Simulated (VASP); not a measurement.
# HfN in VASP: notebook

Runs on HfN. Level: PBE. Tasks: single point.

All numbers are computed with VASP 6.6.1; they aren't measurements. Logs are shortened: lines on timing, memory, paths and dates and some standing lists are left out, and cuts for length are marked.

## 1. The cell of the first run

The structure is tetragonal, space group I4mm (No. 107). Conventional cell: a = 3.216 Å, b = 3.216 Å, c = 4.760 Å, α = 90.00°, β = 90.00°, γ = 90.00°. Within 3.0 Å of Hf (site symmetry 4mm) lie 6 N at 2.27 to 2.42 Å. Within 3.0 Å of N (site symmetry 4mm) lie 6 Hf at 2.27 to 2.42 Å.

## 2. Single point, PBE (mode 5 frozen in at -0.039 Å, normal strain along y +0.0467)

INCAR reads:

```
  ALGO = Normal
  EDIFF = 1E-7
  ENCUT = 520
  GGA = PE
  ISIF = 2
  ISMEAR = 0
  LASPH = True
  LCHARG = False
  LREAL = False
  LWAVE = False
  NBANDS = 14
  NELM = 100
  PREC = Accurate
  SIGMA = 0.15
```

KPOINTS reads:

```
k-points
0
Gamma
  16 16 16
```

POSCAR reads:

```
HfN
1.0
    0.0000000000      2.3800011571      2.2738140414
    2.2738140414      0.0000000000      2.2738140414
    2.2738140414      2.3800011571      0.0000000000
Hf N
1 1
Direct
    0.0006695498     -0.0006695498      0.0006695498
    0.4914680798      0.5085319202      0.4914680798
```

Potentials or basis: VASP PAW PBE potentials, release 64 (Hf_pv, N).

The run is started by

```
cat potpaw_PBE.64/Hf_pv/POTCAR potpaw_PBE.64/N/POTCAR > POTCAR
mpirun -np 1 vasp_std > vasp.out
```

OUTCAR:

```text
EDIFF = 1E-7
   ENCUT = 520
   GGA = PE
   ISIF = 2
   ISMEAR = 0
   LASPH = True
   LREAL = False
   NELM = 100
   PREC = Accurate

 ion  position               nearest neighbor table
   1  0.001  0.999  0.001-   2 2.27   2 2.27   2 2.27   2 2.27   2 2.34   2 2.42
   2  0.491  0.509  0.491-   1 2.27   1 2.27   1 2.27   1 2.27   1 2.34   1 2.42

  LATTYP: Found a body centered tetragonal cell.
 ALAT       =     3.2156586557
 C/A-ratio  =     1.4802573357

  Lattice vectors:

 A1 = (   0.0000000000,  -2.3800011571,   2.2738140414)
 A2 = (   0.0000000000,  -2.3800011571,  -2.2738140414)
 A3 = (   2.2738140414,   2.3800011571,   0.0000000000)

Analysis of symmetry for initial positions (statically):
=====================================================================
 Subroutine PRICEL returns:
 Original cell was already a primitive cell.

 Routine SETGRP: Setting up the symmetry group for a
 body centered tetragonal supercell.

 Subroutine GETGRP returns: Found  8 space group operations
 (whereof  8 operations were pure point group operations)
 out of a pool of 16 trial point group operations.

The static configuration has the point symmetry C_4v.

Analysis of symmetry for dynamics (positions and initial velocities):
=====================================================================
 Subroutine PRICEL returns:
 Original cell was already a primitive cell.

 Routine SETGRP: Setting up the symmetry group for a
 body centered tetragonal supercell.

 Subroutine GETGRP returns: Found  8 space group operations
 (whereof  8 operations were pure point group operations)
 out of a pool of 16 trial point group operations.

The dynamic configuration has the point symmetry C_4v.

 Subroutine INISYM returns: Found  8 space group operations
 (whereof  8 operations are pure point group operations),
 and found     1 'primitive' translations

----------------------------------------------------------------------------------------

                                     Primitive cell

  volume of cell :      24.6103

  direct lattice vectors                    reciprocal lattice vectors
     0.000000000  2.380001157  2.273814041    -0.219894851  0.210083931  0.219894851
     2.273814041  0.000000000  2.273814041     0.219894851 -0.210083931  0.219894851
     2.273814041  2.380001157  0.000000000     0.219894851  0.210083931 -0.219894851

  length of vectors
     3.291600796  3.215658656  3.291600796     0.375290220  0.375290220  0.375290220

  position of ions in fractional coordinates (direct lattice)
     0.000669550  0.999330450  0.000669550
     0.491468080  0.508531920  0.491468080

  ion indices of the primitive-cell ions
   primitive index   ion index
                 1           1
                 2           2

----------------------------------------------------------------------------------------

 KPOINTS: k-points

Automatic generation of k-mesh.
 Grid dimensions read from file:
 generate k-points for:   16   16   16

 Generating k-lattice:

  Cartesian coordinates                     Fractional coordinates (reciprocal lattice)
    -0.013743428  0.013130246  0.013743428     0.062500000  0.000000000  0.000000000
     0.013743428 -0.013130246  0.013743428     0.000000000  0.062500000  0.000000000
     0.013743428  0.013130246 -0.013743428     0.000000000  0.000000000  0.062500000

  Length of vectors
     0.023455639  0.023455639  0.023455639

  Shift w.r.t. Gamma in fractional coordinates (k-lattice)
     0.000000000  0.000000000  0.000000000

 Subroutine IBZKPT returns following result:
 ===========================================

 Found    349 irreducible k-points:

 Following reciprocal coordinates:
            Coordinates               Weight
  0.000000  0.000000  0.000000      1.000000
  0.062500  0.000000  0.000000      8.000000
  0.125000  0.000000  0.000000      8.000000
  0.187500  0.000000  0.000000      8.000000
  0.250000  0.000000  0.000000      8.000000
  0.312500  0.000000 -0.000000      8.000000
[... 16 lines left out ...]
 -0.125000  0.062500 -0.000000     16.000000
 -0.062500  0.062500 -0.000000      8.000000
 [... further k-points ...]
   k-points           NKPTS =    349   k-points in BZ     NKDIM =    349   number of bands    NBANDS=     14
   number of dos      NEDOS =    301   number of ions     NIONS =      2
   total plane-waves  NPLWV =  13824
   dimension x,y,z NGX =    24 NGY =   24 NGZ =   24
   dimension x,y,z NGXF=    48 NGYF=   48 NGZF=   48
   ions per type =               1   1
   NGX,Y,Z   is equivalent  to a cutoff of  12.12, 12.41, 12.12 a.u.
   NGXF,Y,Z  is equivalent  to a cutoff of  24.24, 24.82, 24.24 a.u.
 SYSTEM =  unknown system
   PREC   = accura    normal or accurate (medium, high low for compatibility)
   ISTART =      0    job   : 0-new  1-cont  2-samecut
   ICHARG =      2    charge: 1-file 2-atom 10-const
   ISPIN  =      1    spin polarized calculation?
   LNONCOLLINEAR =      F non collinear calculations
   LSORBIT =      F    spin-orbit coupling
   LASPH  =      T    aspherical Exc in radial PAW
   ENCUT  =  520.0 eV  38.22 Ry    6.18 a.u.   6.12  5.98  6.12*2*pi/ulx,y,z
   NELM   =    100;   NELMIN=  2; NELMDL= -5     # of ELM steps
   EDIFF  = 0.1E-06   stopping-criterion for ELM
   LREAL  =      F    real-space projection
   EDIFFG = 0.1E-05   stopping-criterion for IOM
   NSW    =      0    number of steps for IOM
   IBRION =     -1    ionic relax: 0-MD 1-quasi-New 2-CG
   NFREE  =      0    steps in history (QN), initial steepest desc. (CG)
   ISIF   =      2    stress and relaxation
   ISYM   =      2    0-nonsym 1-usesym 2-fastsym
   POTIM  = 0.5000    time-step for ionic-motion
   TEBEG  =    0.0;   TEEND  =   0.0 temperature during run
   PSTRESS=    0.0 pullay stress
   NELECT =      15.0000    total number of electrons
   NUPDOWN=      -1.0000    fix difference up-down
   EMIN   =  10.00;   EMAX   =-10.00  energy-range for DOS
   EFERMI =   0.00;   METHOD = LEGACY
   ISMEAR =     0;   SIGMA  =   0.15  broadening in eV -4-tet -1-fermi 0-gaus
   EFERMI_NEDOS =   21; number of points for ismear=-14 and -15
   IALGO  =     38    algorithm
   IMIX   =      4    mixing-type and parameters
     AMIX     =   0.40;   BMIX     =  1.00
     AMIX_MAG =   1.60;   BMIX_MAG =  1.00
  volume/ion in A,a.u.               =      12.31        83.04
  Fermi-wavevector in a.u.,A,eV,Ry     =   1.388032  2.623001 26.213442  1.926634
  Thomas-Fermi vector in A             =   2.512197
   LORBIT       =      0    0 simple, 1 ext, 2 COOP (PROOUT), +10 PAW based schemes
   GGA     = PE    functional components
   LHFCALC =     F    Hartree Fock is set to
   AEXX    =    0.0000 exact exchange contribution
   IVDW    =     0    specifies the selected vdW correction
   LEPSILON=     F    determine dielectric tensor
   LRPA    =     F    only Hartree local field effects (RPA)
 non-spin polarized calculation
 Gauss-broadening in eV      SIGMA  =   0.15
  energy-cutoff  :      520.00
  volume of cell :       24.61
 maximum number of plane-waves:       676
   NGX = 13   NGY = 11   NGZ = 13

 number of electron      15.0000002 magnetization

 Free energy of the ion-electron system (eV)
  ---------------------------------------------------
  ext. energy  EPLUGINS =         0.00000000
  ---------------------------------------------------
  free energy    TOTEN  =       -21.66401639 eV

  energy without entropy =      -21.65620905  energy(sigma->0) =      -21.66011272

 E-fermi :   7.8284     XC(G=0): -12.3883

 val. band max:        7.8219222343   @ k =   0.1875   0.4375   0.0625
 cond. band min:       7.8372643785   @ k =   0.3750  -0.2500   0.2500
 fundamental gap:      0.0153421441
 Fermi energy:         7.8283902583

 k-point     1 :       0.0000    0.0000    0.0000
  band No.  band energies     occupation
      1     -23.6326      2.00000
      2     -23.5614      2.00000
      3     -23.5614      2.00000
      4      -9.3186      2.00000
      5       4.7329      2.00000
      6       4.8970      2.00000
      7       4.8970      2.00000
      8       7.1929      2.00000
      9       7.6988      1.77829
     10       7.6988      1.77829
     11       8.4179      0.00000
     12       9.9434      0.00000
     13       9.9803      0.00000
     14      17.2373      0.00000

 k-point     2 :       0.0625    0.0000    0.0000
  band No.  band energies     occupation
      1     -23.6462      2.00000
      2     -23.5826      2.00000
      3     -23.5632      2.00000
      4      -9.2399      2.00000
      5       4.3874      2.00000
      6       4.6355      2.00000
      7       4.6896      2.00000
      8       7.3350      2.00000
      9       7.7755      1.38188
     10       7.8024      1.19361
     11       8.7255      0.00000
     12      10.2321      0.00000
     13      10.2529      0.00000
     14      17.5206      0.00000

 k-point     3 :       0.1250    0.0000    0.0000
  band No.  band energies     occupation
      1     -23.7111      2.00000
      2     -23.6154      2.00000
      3     -23.5682      2.00000
      4      -9.0129      2.00000
      5       3.5438      2.00000
      6       4.1107      2.00000
      7       4.1950      2.00000
      8       7.6396      1.92498
      9       7.9622      0.20724
     10       8.0905      0.01346
     11       9.4924      0.00000
     12      10.9567      0.00000
     13      10.9832      0.00000
     14      18.3034      0.00000

 k-point     4 :       0.1875    0.0000    0.0000
  band No.  band energies     occupation
      1     -23.8318      2.00000
      2     -23.6376      2.00000
      3     -23.5755      2.00000
      4      -8.6643      2.00000
      5       2.5486      2.00000
      6       3.5262      2.00000
      7       3.6103      2.00000
      8       7.9369      0.30628
      9       8.3881      0.00000
     10       8.5338      0.00000
     11      10.4427      0.00000
     12      11.8783      0.00000
     13      11.9962      0.00000
     14      19.3614      0.00000

 k-point     5 :       0.2500    0.0000    0.0000
  band No.  band energies     occupation
      1     -23.9755      2.00000
      2     -23.6579      2.00000
      3     -23.5842      2.00000
      4      -8.2345      2.00000
      5       1.5654      2.00000
      6       2.9831      2.00000
      7       3.0545      2.00000
      8       8.2924      0.00001
      9       9.0279      0.00000
     10       9.1038      0.00000
     11      11.4024      0.00000
[... 276 lines left out ...]
 k-point    22 :      -0.1875    0.0625   -0.0000
  band No.  band energies     occupation
      1     -23.8822      2.00000
      2     -23.6412      2.00000
      3     -23.5974      2.00000
      4      -8.5057      2.00000
      5       2.0922      2.00000
      6       3.1759      2.00000
      7       3.6258      2.00000
      8       7.9618      0.20861
      9       8.3594      0.00000
     10       9.2514      0.00000
     11      11.0436      0.00000
     12      11.5623      0.00000
     13      12.8534      0.00000
     14      19.7500      0.00000

 k-point    23 :      -0.1250    0.0625   -0.0000
  band No.  band energies     occupation
      1     -23.7609      2.00000
      2     -23.6144      2.00000
      3     -23.5893      2.00000
      4      -8.8668      2.00000
      5       2.9933      2.00000
      6       3.7233      2.00000
      7       4.1674      2.00000
      8       7.6711      1.86197
      9       7.9687      0.18599
     10       8.6603      0.00000
     11      10.1662      0.00000
     12      10.6578      0.00000
     13      11.8287      0.00000
     14      18.8290      0.00000

 k-point    24 :      -0.0625    0.0625   -0.0000
  band No.  band energies     occupation
      1     -23.6807      2.00000
      2     -23.5860      2.00000
      3     -23.5813      2.00000
      4      -9.1217      2.00000
      5       3.8186      2.00000
      6       4.2673      2.00000
      7       4.5831      2.00000
      8       7.4080      1.99993
      9       7.7952      1.24580
     10       8.1787      0.00096
     11       9.3596      0.00000
     12      10.1417      0.00000
     13      10.9064      0.00000
     14      17.9535      0.00000

 [... further k-points ...]
[... 5 lines left out ...]
  --------------------------------------------------------------------------------------
  -------------------------------------------------------------------------------------
  Total       -1.0431896     -3.3476158     -1.0431896      0.0000000      0.0000000      0.0000000
  in kB      -67.9136010   -217.9360822    -67.9136010      0.0000000      0.0000000      0.0000000
  external PRESSURE =    -117.9210947 kB  Pullay stress =       0.0000000 kB

 VOLUME and BASIS-vectors are now :
 -----------------------------------------------------------------------------
  energy-cutoff  :      520.00
  volume of cell :       24.61
      direct lattice vectors                 reciprocal lattice vectors
     0.000000000  2.380001157  2.273814041    -0.219894851  0.210083931  0.219894851
     2.273814041  0.000000000  2.273814041     0.219894851 -0.210083931  0.219894851
     2.273814041  2.380001157  0.000000000     0.219894851  0.210083931 -0.219894851

 POSITION                                       TOTAL-FORCE (eV/Angst)
 -----------------------------------------------------------------------------------
      2.27381      0.00319      2.27381         0.000000     -0.258924      0.000000
      2.27381      2.33939      2.27381         0.000000      0.258924      0.000000
 -----------------------------------------------------------------------------------
    total drift:                                0.000000     -0.000131      0.000000

  FREE ENERGIE OF THE ION-ELECTRON SYSTEM (eV)
  ---------------------------------------------------
  free  energy   TOTEN  =       -21.6640163941 eV

  energy  without entropy=      -21.6562090485  energy(sigma->0) =      -21.66011272
```

It took 50 s on 1 thread of Intel Xeon 6975P-C, shared host; peak memory 0.24 GiB.

Results:

```yaml
Free_energy: -21.6640 eV
Pressure: -11.8 GPa
Largest_force: 0.259 eV/Å
```

Forces in eV/Å, atoms in the order of the input:
```
Hf   0.000 -0.259  0.000
N    0.000  0.259  0.000
```

Levels at points of the mesh, in eV from the Fermi level:
```
           k point  band 6  band 7  band 8  band 9  band 10  band 11
(0.00, 0.00, 0.00)   -2.93   -2.93   -0.64   -0.13    -0.13     0.59
(0.50, 0.00, 0.00)   -5.91   -5.88    2.97    3.25     3.52     4.07
(0.50, 0.50, 0.00)   -3.90   -3.79   -3.31    3.51     4.69     5.09
(0.50, 0.00, 0.50)   -3.53   -3.53   -3.47    3.75     4.86     4.99
```

Caveat: the cell differs from its parent crystal (mode 5 frozen in at -0.039 Å, normal strain along y +0.0467); spin-orbit coupling is left out, which moves the levels of the heavy elements.

## 3. Single point, PBE (mode 5 frozen in at +0.000 Å, normal strain along y +0.0467)

INCAR reads:

```
SYSTEM = HfN
PREC = Accurate
ENCUT = 520
EDIFF = 1E-6
ISMEAR = 0
SIGMA = 0.15
LREAL = .False.
LASPH = .True.
NELM = 60
ALGO = Normal
ISIF = 2
LWAVE = .False.
LCHARG = .False.
GGA = PE
NBANDS = 14
```

KPOINTS reads:

```
Automatic mesh
0
Gamma
  16 16 16
  0 0 0
```

POSCAR reads:

```
HfN
1.0
    0.0000000000      2.3800011571      2.2738140414
    2.2738140414      0.0000000000      2.2738140414
    2.2738140414      2.3800011571      0.0000000000
Hf N
1 1
Direct
    0.0000000000      0.0000000000      0.0000000000
    0.5000000000      0.5000000000      0.5000000000
```

Potentials or basis: VASP PAW PBE potentials, release 64 (Hf_pv, N).

The run is started by

```
cat potpaw_PBE.64/Hf_pv/POTCAR potpaw_PBE.64/N/POTCAR > POTCAR
mpirun -np 1 vasp_std > vasp.out
```

It took 48 s on 1 thread of Intel Xeon 6975P-C, shared host; peak memory 0.24 GiB.

The run converged. Its results:

- Free energy: -21.6697 eV
- Pressure: -11.9 GPa

Stress tensor (GPa, compression positive):
```
 -6.78   0.00   0.00
  0.00 -22.27   0.00
  0.00   0.00  -6.78
```

Levels at points of the mesh, in eV from the Fermi level:
| k point | band 4 | band 5 | band 6 | band 7 | band 8 | band 9 | band 10 | band 11 | band 12 | band 13 |
| --- | --- | --- | --- | --- | --- | --- | --- | --- | --- | --- |
| (0.00, 0.00, 0.00) | -17.15 | -3.07 | -2.91 | -2.91 | -0.64 | -0.16 | -0.16 | 0.57 | 2.11 | 2.13 |
| (0.50, 0.00, 0.00) | -14.76 | -8.53 | -5.91 | -5.88 | 2.97 | 3.25 | 3.55 | 4.05 | 7.42 | 8.59 |
| (0.50, 0.50, 0.00) | -16.07 | -5.27 | -3.79 | -3.65 | -3.57 | 3.50 | 4.69 | 5.09 | 5.33 | 7.37 |
| (0.50, 0.00, 0.50) | -16.12 | -5.67 | -3.53 | -3.53 | -3.47 | 3.75 | 4.87 | 4.99 | 4.99 | 6.93 |

Caveat: the cell differs from its parent crystal (mode 5 frozen in at +0.000 Å, normal strain along y +0.0467); spin-orbit coupling is left out, which moves the levels of the heavy elements.
